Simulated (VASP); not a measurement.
# SiGe5 (I-4m2) in VASP: single point with PBEsol

Aim: the single point of SiGe5 with PBEsol.

All numbers are computed with VASP 6.6.1; they aren't measurements. Logs are shortened: lines on timing, memory, paths and dates and some standing lists are left out, and cuts for length are marked.

### 1 The cell of the first run

Symmetry: I-4m2, No. 119, tetragonal system. The conventional cell has a = 3.981 Å, b = 3.981 Å, c = 16.882 Å, α = 90.00°, β = 90.00°, γ = 90.00°. Within 3.2 Å of Ge (site symmetry -4m2) lie 4 Ge at 2.45 Å. Within 3.2 Å of Ge (site symmetry 2mm) lie 4 Ge at 2.45 Å. Within 3.2 Å of Ge (site symmetry 2mm) lie 2 Si at 2.41 Å and 2 Ge at 2.45 Å. Si (site symmetry -4m2) has 4 Ge at 2.41 Å within 3.2 Å.

### 2 Single point, PBEsol

Input file INCAR:

```
SYSTEM = SiGe5
  ALGO = Normal
  EDIFF = 1E-6
  ENCUT = 520
  GGA = PS
  ISIF = 2
  ISMEAR = 0
  LASPH = .TRUE.
  LCHARG = .FALSE.
  LREAL = .FALSE.
  LWAVE = .FALSE.
  NBANDS = 46
  NELM = 80
  PREC = Accurate
  SIGMA = 0.1
```

Input file KPOINTS:

```
k-points
0
G
  10 10 10
  0 0 0
```

Input file POSCAR:

```
SiGe5
1.0
    0.0000000000     -3.9810912621      0.0000000000
    3.9810912621      0.0000000000      0.0000000000
   -1.9905456311      1.9905456311      8.4408243016
Ge Si
5 1
Direct
    0.1666666667      0.1666666667      0.3333333333
    0.5822494251      0.0822494251      0.1644988502
    0.4974734392      0.4974734392     -0.0050531216
    0.2510839082      0.7510839082      0.5021678165
    0.8358598941      0.8358598941      0.6717197882
    0.9166666667      0.4166666667      0.8333333333
```

Potentials or basis: VASP PAW PBE potentials, release 64 (Ge_d, Si).

Command:

```console
$ cat potpaw_PBE.64/Ge_d/POTCAR potpaw_PBE.64/Si/POTCAR > POTCAR
$ mpirun -np 1 vasp_std > vasp.out
```

OUTCAR:

```text
SYSTEM = SiGe5
   EDIFF = 1E-6
   ENCUT = 520
   GGA = PS
   ISIF = 2
   ISMEAR = 0
   LASPH = .TRUE.
   LREAL = .FALSE.
   NELM = 80
   PREC = Accurate

 ion  position               nearest neighbor table
   1  0.167  0.167  0.333-   2 2.45   2 2.45   4 2.45   4 2.45
   2  0.582  0.082  0.164-   1 2.45   1 2.45   3 2.45   3 2.45
   3  0.497  0.497  0.995-   6 2.41   6 2.41   2 2.45   2 2.45
   4  0.251  0.751  0.502-   1 2.45   1 2.45   5 2.45   5 2.45
   5  0.836  0.836  0.672-   6 2.41   6 2.41   4 2.45   4 2.45
   6  0.917  0.417  0.833-   3 2.41   5 2.41   5 2.41   3 2.41

  LATTYP: Found a body centered tetragonal cell.
 ALAT       =     3.9810912621
 C/A-ratio  =     4.2404575760

  Lattice vectors:

 A1 = (  -1.9905456310,  -1.9905456311,  -8.4408243016)
 A2 = (   1.9905456311,   1.9905456310,  -8.4408243016)
 A3 = (   1.9905456310,  -1.9905456310,   8.4408243016)

Analysis of symmetry for initial positions (statically):
=====================================================================
 Subroutine PRICEL returns:
 Original cell was already a primitive cell.

 Routine SETGRP: Setting up the symmetry group for a
 body centered tetragonal supercell.

 Subroutine GETGRP returns: Found  8 space group operations
 (whereof  4 operations were pure point group operations)
 out of a pool of 16 trial point group operations.

The static configuration has the point symmetry C_2v.
 The point group associated with its full space group is D_2d.

Analysis of symmetry for dynamics (positions and initial velocities):
=====================================================================
 Subroutine PRICEL returns:
 Original cell was already a primitive cell.

 Routine SETGRP: Setting up the symmetry group for a
 body centered tetragonal supercell.

 Subroutine GETGRP returns: Found  8 space group operations
 (whereof  4 operations were pure point group operations)
 out of a pool of 16 trial point group operations.

The dynamic configuration has the point symmetry C_2v.
 The point group associated with its full space group is D_2d.

 Subroutine INISYM returns: Found  8 space group operations
 (whereof  4 operations are pure point group operations),
 and found     1 'primitive' translations

----------------------------------------------------------------------------------------

                                     Primitive cell
[... 101 lines left out ...]
   EDIFFG = 0.1E-04   stopping-criterion for IOM
   NSW    =      0    number of steps for IOM
   IBRION =     -1    ionic relax: 0-MD 1-quasi-New 2-CG
   NFREE  =      0    steps in history (QN), initial steepest desc. (CG)
   ISIF   =      2    stress and relaxation
   ISYM   =      2    0-nonsym 1-usesym 2-fastsym
   POTIM  = 0.5000    time-step for ionic-motion
   TEBEG  =    0.0;   TEEND  =   0.0 temperature during run
   PSTRESS=    0.0 pullay stress
   NELECT =      74.0000    total number of electrons
   NUPDOWN=      -1.0000    fix difference up-down
   EMIN   =  10.00;   EMAX   =-10.00  energy-range for DOS
   EFERMI =   0.00;   METHOD = LEGACY
   ISMEAR =     0;   SIGMA  =   0.10  broadening in eV -4-tet -1-fermi 0-gaus
   EFERMI_NEDOS =   21; number of points for ismear=-14 and -15
   IALGO  =     38    algorithm
   IMIX   =      4    mixing-type and parameters
     AMIX     =   0.40;   BMIX     =  1.00
     AMIX_MAG =   1.60;   BMIX_MAG =  1.00
  volume/ion in A,a.u.               =      22.30       150.46
  Fermi-wavevector in a.u.,A,eV,Ry     =   1.343865  2.539537 24.571762  1.805974
  Thomas-Fermi vector in A             =   2.471905
   LORBIT       =      0    0 simple, 1 ext, 2 COOP (PROOUT), +10 PAW based schemes
   GGA     = PS    functional components
   LHFCALC =     F    Hartree Fock is set to
   AEXX    =    0.0000 exact exchange contribution
   IVDW    =     0    specifies the selected vdW correction
   LEPSILON=     F    determine dielectric tensor
   LRPA    =     F    only Hartree local field effects (RPA)
 non-spin polarized calculation
 Gauss-broadening in eV      SIGMA  =   0.10
  energy-cutoff  :      520.00
  volume of cell :      133.78
 maximum number of plane-waves:      3679
 NGX is ok and might be reduce to    30
   NGX = 15   NGY = 15   NGZ = 33

 number of electron      74.0000058 magnetization

 Free energy of the ion-electron system (eV)
  ---------------------------------------------------
  ext. energy  EPLUGINS =         0.00000000
  ---------------------------------------------------
  free energy    TOTEN  =       -30.38750796 eV

  energy without entropy =      -30.38747664  energy(sigma->0) =      -30.38749230

 E-fermi :   5.1168     XC(G=0): -10.0258

 val. band max:        4.9641063717   @ k =   0.0000   0.0000   0.0000
 cond. band min:       5.2842559067   @ k =   0.5000   0.0000   0.0000
 fundamental gap:      0.3201495349
 Fermi energy:         5.1167631689

 k-point     1 :       0.0000    0.0000    0.0000
  band No.  band energies     occupation
      1     -19.7428      2.00000
      2     -19.7428      2.00000
      3     -19.7189      2.00000
      4     -19.7189      2.00000
      5     -19.7112      2.00000
      6     -19.6971      2.00000
[... 1165 lines left out ...]
     45      10.3427      0.00000
     46      10.9132      0.00000

 [... further k-points ...]

------------------------ aborting loop because EDIFF is reached ----------------------------------------

  FORCE on cell =-STRESS in cart. coord.  units (eV):
  Direction    XX          YY          ZZ          XY          YZ          ZX
  --------------------------------------------------------------------------------------
  -------------------------------------------------------------------------------------
  Total       -0.0273215     -0.0273215     -0.0197509      0.0000000     -0.0000000      0.0000000
  in kB       -0.3272092     -0.3272092     -0.2365420      0.0000000     -0.0000000      0.0000000
  external PRESSURE =      -0.2969868 kB  Pullay stress =       0.0000000 kB

 VOLUME and BASIS-vectors are now :
 -----------------------------------------------------------------------------
  energy-cutoff  :      520.00
  volume of cell :      133.78
      direct lattice vectors                 reciprocal lattice vectors
     0.000000000 -3.981091262  0.000000000     0.000000000 -0.251187409  0.059235921
     3.981091262  0.000000000  0.000000000     0.251187409  0.000000000  0.059235921
    -1.990545631  1.990545631  8.440824302     0.000000000  0.000000000  0.118471842

 POSITION                                       TOTAL-FORCE (eV/Angst)
 -----------------------------------------------------------------------------------
      0.00000     -0.00000      2.81361         0.000000      0.000000     -0.000000
     -0.00000     -1.99055      1.38851        -0.000000      0.000000      0.005200
     -0.00000      0.00000      8.39817        -0.000000      0.000000      0.000856
      1.99055      0.00000      4.23871         0.000000     -0.000000     -0.005200
      1.99055     -1.99055      5.66987         0.000000     -0.000000     -0.000856
      0.00000     -1.99055      7.03402         0.000000      0.000000     -0.000000
 -----------------------------------------------------------------------------------
    total drift:                                0.000022     -0.000024     -0.000193

  FREE ENERGIE OF THE ION-ELECTRON SYSTEM (eV)
  ---------------------------------------------------
  free  energy   TOTEN  =       -30.3875079610 eV

  energy  without entropy=      -30.3874766427  energy(sigma->0) =      -30.38749230
```

stdout:

```text
POSCAR found type information on POSCAR GeSi
 POSCAR found :  2 types and       6 ions
 scaLAPACK will be used
 -----------------------------------------------------------------------------
|                                                                             |
|                                                                             |
|     You enforced a specific xc type in the INCAR file but a different       |
|     I HOPE YOU KNOW WHAT YOU ARE DOING!                                     |
|                                                                             |
 -----------------------------------------------------------------------------

 LDA part: xc-table for (Slater+PW92), standard interpolation
 POSCAR, INCAR and KPOINTS ok, starting setup
 FFT: planning ... GRIDC
 FFT: planning ... GRID_SOFT
 FFT: planning ... GRID
 WAVECAR not read
 entering main loop
```

Run time: 9.5 min. Hardware: 1 thread of Intel Xeon Platinum 8488C (Sapphire Rapids), shared host; peak memory 0.56 GiB.

What came out:

* Free energy: -30.3875 eV
* Pressure: 0.0 GPa
* Largest force: 0.005 eV/Å
* Band gap on the k mesh: 0.32 eV (least direct gap 0.43 eV)

Forces on the atoms (eV/Å):
```
Ge   0.000  0.000  0.000
Ge   0.000  0.000  0.005
Ge   0.000  0.000  0.001
Ge   0.000  0.000 -0.005
Ge   0.000  0.000 -0.001
Si   0.000  0.000  0.000
```

Caveat: the PAW data sets were made with another functional, which shifts forces and pressure a little. A k mesh can miss the band edges.
